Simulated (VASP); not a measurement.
Wanted: the native input for a VASP 6.6.1 run.

```yaml
Task: single point
Functional: PBE
Potentials_or_basis: VASP PAW PBE potentials, release 64 (Ti_sv, O)
Cutoff: 520 eV
k_mesh: 4 × 4 × 3
Occupations: gaussian, width 0.03 eV
Spin: collinear spin
Starting_moments: "[1.5, 1.5, 1.5, 1.5, 0.0, 0.0, 0.0, 0.0, 0.0, 0.0, 0.0, 0.0] μB"
Hubbard_terms: Ti d U = 3.0 eV
Dipole_correction: no
Further_INCAR_settings: ALGO = Normal; EDIFF = 1e-06; NBANDS = 64; ISYM = 0
```

The structure of TiO2 lies in POSCAR:

```
TiO2
1.0
   -1.8925000000      1.8925000000      4.7598000000
    1.8925000000     -1.8925000000      4.7598000000
    3.7850000000      3.7850000000     -9.5196000000
Ti O
4 8
Direct
    0.0000000000      0.0000000000      0.0000000000
    0.0000000000      0.0000000000      0.5000000000
    0.7500000000      0.2500000000      0.2500000000
    0.7500000000      0.2500000000      0.7500000000
    0.2101700000      0.2101700000      0.0000000000
    0.2101700000      0.2101700000      0.5000000000
    0.9601700000      0.4601700000      0.2500000000
    0.9601700000      0.4601700000      0.7500000000
    0.5398300000      0.0398300000      0.2500000000
    0.5398300000      0.0398300000      0.7500000000
    0.7898300000      0.7898300000      0.0000000000
    0.7898300000      0.7898300000      0.5000000000
```

One way to write it, as run:

INCAR

```
SYSTEM = TiO2
PREC     = Accurate       ! precision mode
ENCUT    = 520            ! plane-wave cutoff, eV
EDIFF    = 1E-6           ! SCF threshold, eV
ISMEAR   = 0              ! smearing method
SIGMA    = 0.03           ! smearing width, eV
LREAL    = .FALSE.        ! projectors in reciprocal space
LASPH    = .TRUE.         ! aspherical terms in the spheres
NELM     = 150            ! most SCF steps
ALGO     = Normal         ! electronic algorithm
ISIF     = 2              ! what is computed and relaxed
LWAVE    = .FALSE.        ! write WAVECAR
LCHARG   = .TRUE.         ! write CHGCAR
ISPIN    = 2              ! spin polarisation
MAGMOM   = 1.5 1.5 1.5 1.5 0 0 0 0 0 0 0 0 ! initial moments
LORBIT   = 11             ! projections on sites
LMAXMIX  = 4              ! l up to which the mixer works
LDAU     = .TRUE.         ! DFT+U
LDAUTYPE = 2            
LDAUL    = 2 -1           ! shell
LDAUU    = 3 0            ! U, eV
LDAUJ    = 0 0          
LDAUPRINT= 1            
GGA      = PE             ! functional
LELF     = .TRUE.         ! ELF
LVHAR    = .TRUE.       
NBANDS   = 64             ! bands
ISYM     = 0
```

KPOINTS

```
regular mesh
0
G
  4 4 3
  0 0 0
```

Potentials or basis: VASP PAW PBE potentials, release 64 (Ti_sv, O).

The run is started by

```console
$ cat potpaw_PBE.64/Ti_sv/POTCAR potpaw_PBE.64/O/POTCAR > POTCAR
$ mpirun -np 1 vasp_std > vasp.out
```

It gave:

```
Pressure                                              : 10.1 GPa
Largest force                                         : 0.117 eV/Å
Band gap on the k mesh                                : 2.48 eV
Net moment                                            : 0.00 μB per cell
Valence electrons inside the program's atomic spheres : Ti 10.19; O 5.10
```

Caveat: the cell stands under pressure.

Wall time 25 min on 1 thread of Oxide Virtual Turin-like Processor (shared host), peak memory 0.63 GiB.
